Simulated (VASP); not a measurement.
Wanted: the native input for a VASP 6.6.1 run.

```
Task                   : single point
Functional             : PBE
Potentials or basis    : VASP PAW PBE potentials, release 64 (Mo_sv, W_sv)
Cutoff                 : 520 eV
k mesh                 : 12 × 12 × 16
Occupations            : gaussian, width 0.1 eV
Spin                   : no spin polarisation
Dipole correction      : no
Further INCAR settings : ALGO = Fast; EDIFF = 1e-06; NBANDS = 28
```

The structure of MoW2 lies in POSCAR:

```
MoW2
1.0
    4.4911302968      0.0000000000      0.0000000000
   -2.2455651484      3.8894329288      0.0000000000
    0.0000000000      0.0000000000      2.7509054581
Mo W
1 2
Direct
    0.0000000000      0.0000000000      0.5000000000
    0.3333333333      0.6666666667      0.8312781090
    0.6666666667      0.3333333333      0.1687218910
```

These files were run (other wordings do the same):

INCAR

```
SYSTEM = MoW2
ALGO = Fast ; EDIFF = 1E-6
ENCUT = 520 ; GGA = PE
ISIF = 2 ; ISMEAR = 0
LASPH = .True. ; LCHARG = .False.
LREAL = .False. ; LWAVE = .False.
NBANDS = 28 ; NELM = 80
PREC = Accurate ; SIGMA = 0.1
```

KPOINTS

```
k-points
0
Gamma
  12 12 16
  0 0 0
```

Potentials or basis: VASP PAW PBE potentials, release 64 (Mo_sv, W_sv).

The run is started by

```sh
$ cat potpaw_PBE.64/Mo_sv/POTCAR potpaw_PBE.64/W_sv/POTCAR > POTCAR
$ mpirun -np 1 vasp_std > vasp.out
```

It gave:

```json
{"Pressure": "0.5 GPa", "Band gap on the k mesh": "zero (bands 21 and 22 overlap by 3.41 eV)"}
```

Caveat: spin-orbit coupling is left out, which moves the levels of the heavy elements.

Wall time 6 min on 1 thread of Intel(R) Xeon(R) Platinum 8375C CPU @ 2.90GHz (Ice Lake), on a shared host, peak memory 0.4 GiB.
